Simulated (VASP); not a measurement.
# IrRh2 (P6_3/mmc) in VASP: notebook, part 2 of 2

VASP 6.6.1.

**4. Single point, PBE**

This run uses another cell than the first one, of 14.24 Å³/atom.

INCAR reads:

```
PREC = Accurate ; ENCUT = 520
EDIFF = 1E-6 ; ISMEAR = 0
SIGMA = 0.1 ; LREAL = False
LASPH = True ; NELM = 80
ALGO = Fast ; ISIF = 2
LWAVE = False ; LCHARG = True
GGA = PE ; LELF = True
LVHAR = True ; NBANDS = 48
```

KPOINTS reads:

```
Automatic mesh
0
Gamma
  18 18 4
```

POSCAR reads:

```
IrRh2
1.0
    2.7318740093      0.0000000000      0.0000000000
   -1.3659370046      2.3658722920      0.0000000000
    0.0000000000      0.0000000000     13.2235247000
Ir Rh
2 4
Direct
    0.3333333333      0.6666666667      0.2500000000
    0.6666666667      0.3333333333      0.7500000000
    0.3333333333      0.6666666667      0.9159650000
    0.3333333333      0.6666666667      0.5840350000
    0.6666666667      0.3333333333      0.0840350000
    0.6666666667      0.3333333333      0.4159650000
```

Potentials or basis: VASP PAW PBE potentials, release 64 (Ir, Rh_pv).

Started as:

```
cat potpaw_PBE.64/Ir/POTCAR potpaw_PBE.64/Rh_pv/POTCAR > POTCAR
mpirun -np 1 vasp_std > vasp.out
```

OUTCAR:

```text
PREC = Accurate
   ENCUT = 520
   EDIFF = 1E-6
   ISMEAR = 0
   LREAL = False
   LASPH = True
   NELM = 80
   ISIF = 2
   GGA = PE

 ion  position               nearest neighbor table
   1  0.333  0.667  0.250-   5 2.70   6 2.70   5 2.70   6 2.70   5 2.70   6 2.70
   2  0.667  0.333  0.750-   3 2.70   4 2.70   3 2.70   4 2.70   3 2.70   4 2.70
   3  0.333  0.667  0.916-   2 2.70   2 2.70   2 2.70   5 2.73   5 2.73   5 2.73
   4  0.333  0.667  0.584-   2 2.70   2 2.70   2 2.70   6 2.73   6 2.73   6 2.73
   5  0.667  0.333  0.084-   1 2.70   1 2.70   1 2.70   3 2.73   3 2.73   3 2.73
   6  0.667  0.333  0.416-   1 2.70   1 2.70   1 2.70   4 2.73   4 2.73   4 2.73

  LATTYP: Found a hexagonal cell.
 ALAT       =     2.7318740093
 C/A-ratio  =     4.8404592068

  Lattice vectors:

 A1 = (   2.7318740093,   0.0000000000,   0.0000000000)
 A2 = (  -1.3659370046,   2.3658722920,   0.0000000000)
 A3 = (   0.0000000000,   0.0000000000,  13.2235247000)

Analysis of symmetry for initial positions (statically):
=====================================================================
 Subroutine PRICEL returns:
 Original cell was already a primitive cell.

 Routine SETGRP: Setting up the symmetry group for a
 hexagonal supercell.

 Subroutine GETGRP returns: Found 24 space group operations
 (whereof 12 operations were pure point group operations)
 out of a pool of 24 trial point group operations.

The static configuration has the point symmetry D_3d.
 The point group associated with its full space group is D_6h.

Analysis of symmetry for dynamics (positions and initial velocities):
=====================================================================
 Subroutine PRICEL returns:
 Original cell was already a primitive cell.

 Routine SETGRP: Setting up the symmetry group for a
 hexagonal supercell.

[... 126 lines left out ...]
   EMIN   =  10.00;   EMAX   =-10.00  energy-range for DOS
   EFERMI =   0.00;   METHOD = LEGACY
   ISMEAR =     0;   SIGMA  =   0.10  broadening in eV -4-tet -1-fermi 0-gaus
   EFERMI_NEDOS =   21; number of points for ismear=-14 and -15
   IALGO  =     68    algorithm
   IMIX   =      4    mixing-type and parameters
     AMIX     =   0.40;   BMIX     =  1.00
     AMIX_MAG =   1.60;   BMIX_MAG =  1.00
  volume/ion in A,a.u.               =      14.24        96.13
  Fermi-wavevector in a.u.,A,eV,Ry     =   1.587961  3.000812 34.308746  2.521622
  Thomas-Fermi vector in A             =   2.687038
   LORBIT       =      0    0 simple, 1 ext, 2 COOP (PROOUT), +10 PAW based schemes
   GGA     = PE    functional components
   LHFCALC =     F    Hartree Fock is set to
   AEXX    =    0.0000 exact exchange contribution
   IVDW    =     0    specifies the selected vdW correction
   LEPSILON=     F    determine dielectric tensor
   LRPA    =     F    only Hartree local field effects (RPA)
 non-spin polarized calculation
 RMM-DIIS sequential band-by-band and
 Gauss-broadening in eV      SIGMA  =   0.10
  energy-cutoff  :      520.00
  volume of cell :       85.47
 maximum number of plane-waves:      2340
   NGX = 11   NGY = 11   NGZ = 49

 number of electron      78.0000003 magnetization

 Free energy of the ion-electron system (eV)
  ---------------------------------------------------
  ext. energy  EPLUGINS =         0.00000000
  ---------------------------------------------------
  free energy    TOTEN  =       -46.59132459 eV

  energy without entropy =      -46.55133226  energy(sigma->0) =      -46.57132842

 E-fermi :  11.0128     XC(G=0): -13.8547

 val. band max:       11.0105764121   @ k =   0.3333   0.1667   0.5000
 cond. band min:      11.0154635431   @ k =   0.3889   0.1667   0.2500
 fundamental gap:      0.0048871310
 Fermi energy:        11.0128003200

 k-point     1 :       0.0000    0.0000    0.0000
  band No.  band energies     occupation
      1     -35.9644      2.00000
      2     -35.9592      2.00000
      3     -35.6483      2.00000
      4     -35.6429      2.00000
      5     -35.5038      2.00000
      6     -35.5038      2.00000
[... 1213 lines left out ...]
     47      15.4836      0.00000
     48      17.0388      0.00000

 [... further k-points ...]
[... 5 lines left out ...]
  --------------------------------------------------------------------------------------
  -------------------------------------------------------------------------------------
  Total        0.0984807      0.0984807      0.1058941      0.0000000     -0.0000000      0.0000000
  in kB        1.8461319      1.8461319      1.9851036      0.0000000     -0.0000000      0.0000000
  external PRESSURE =       1.8924558 kB  Pullay stress =       0.0000000 kB

 VOLUME and BASIS-vectors are now :
 -----------------------------------------------------------------------------
  energy-cutoff  :      520.00
  volume of cell :       85.47
      direct lattice vectors                 reciprocal lattice vectors
     2.731874009  0.000000000  0.000000000     0.366049092  0.211338542  0.000000000
    -1.365937005  2.365872292  0.000000000     0.000000000  0.422677083  0.000000000
     0.000000000  0.000000000 13.223524700     0.000000000  0.000000000  0.075622803

 POSITION                                       TOTAL-FORCE (eV/Angst)
 -----------------------------------------------------------------------------------
     -0.00000      1.57725      3.30588         0.000000      0.000000      0.000000
      1.36594      0.78862      9.91764         0.000000     -0.000000      0.000000
     -0.00000      1.57725     12.11229        -0.000000     -0.000000      0.023240
     -0.00000      1.57725      7.72300        -0.000000      0.000000     -0.023240
      1.36594      0.78862      1.11124         0.000000      0.000000     -0.023240
      1.36594      0.78862      5.50052         0.000000      0.000000      0.023240
 -----------------------------------------------------------------------------------
    total drift:                               -0.000000      0.000000     -0.000000

  FREE ENERGIE OF THE ION-ELECTRON SYSTEM (eV)
  ---------------------------------------------------
  free  energy   TOTEN  =       -46.5913245906 eV

  energy  without entropy=      -46.5513322581  energy(sigma->0) =      -46.57132842
```

Wall time 3.8 min (1 thread of Intel Xeon 6975P-C (Granite Rapids), shared host); peak memory 0.45 GiB.

Results:

- Free energy: -46.5913 eV
- Pressure: 0.2 GPa
- Largest force: 0.023 eV/Å
- Band gap on the k mesh: zero (bands 39 and 40 overlap by 2.22 eV)

Forces in eV/Å, atoms in the order of the input:
```
Ir   0.000  0.000  0.000
Ir   0.000  0.000  0.000
Rh   0.000  0.000  0.023
Rh   0.000  0.000 -0.023
Rh   0.000  0.000 -0.023
Rh   0.000  0.000  0.023
```

Levels at points of the mesh, in eV from the Fermi level:
| k point | band 35 | band 36 | band 37 | band 38 | band 39 | band 40 | band 41 | band 42 |
| --- | --- | --- | --- | --- | --- | --- | --- | --- |
| (0.00, 0.00, 0.00) | -2.38 | -1.99 | -1.99 | -1.07 | -1.07 | -1.05 | -1.05 | -0.13 |
| (0.50, 0.00, 0.00) | 0.46 | 0.53 | 0.55 | 0.57 | 0.60 | 0.73 | 1.12 | 1.13 |
| (0.00, 0.00, 0.50) | -1.68 | -1.68 | -1.68 | -1.68 | -0.69 | -0.69 | -0.45 | -0.45 |
| (0.50, 0.00, 0.50) | 0.21 | 0.21 | 0.50 | 0.50 | 0.54 | 0.54 | 1.13 | 1.13 |

Caveat: spin-orbit coupling is left out, which moves the levels of the heavy elements.

**5. Overview**

```tsv
cell	further INCAR settings	gap on the mesh (eV)	pressure (GPa)	largest force (eV/Å)
a = 2.675, b = 2.675, c = 12.961 Å, angles 90.0, 90.0, 120.0°, 6 atoms	ALGO = Fast; EDIFF = 1e-07; NBANDS = 48	none	20.9	0.03
a = 2.704, b = 2.704, c = 13.094 Å, angles 90.0, 90.0, 120.0°, 6 atoms	ALGO = Fast; EDIFF = 1e-06; NBANDS = 48	none	9.6	0.03
a = 2.732, b = 2.732, c = 13.224 Å, angles 90.0, 90.0, 120.0°, 6 atoms	ALGO = Fast; EDIFF = 1e-06; NBANDS = 48	none	0.2	0.02
```

Alike in all rows: task single point; level PBE; potentials or basis VASP PAW PBE potentials, release 64 (Ir, Rh_pv); no spin polarisation; k mesh 18 × 18 × 4; cutoff (eV) 520; smearing gaussian 0.1 eV.

Caveats: spin-orbit coupling is left out, which moves the levels of the heavy elements; the cell stands under pressure (at least some runs).

Total energies depend on the potentials used, so only differences within one code and one set of settings carry meaning.
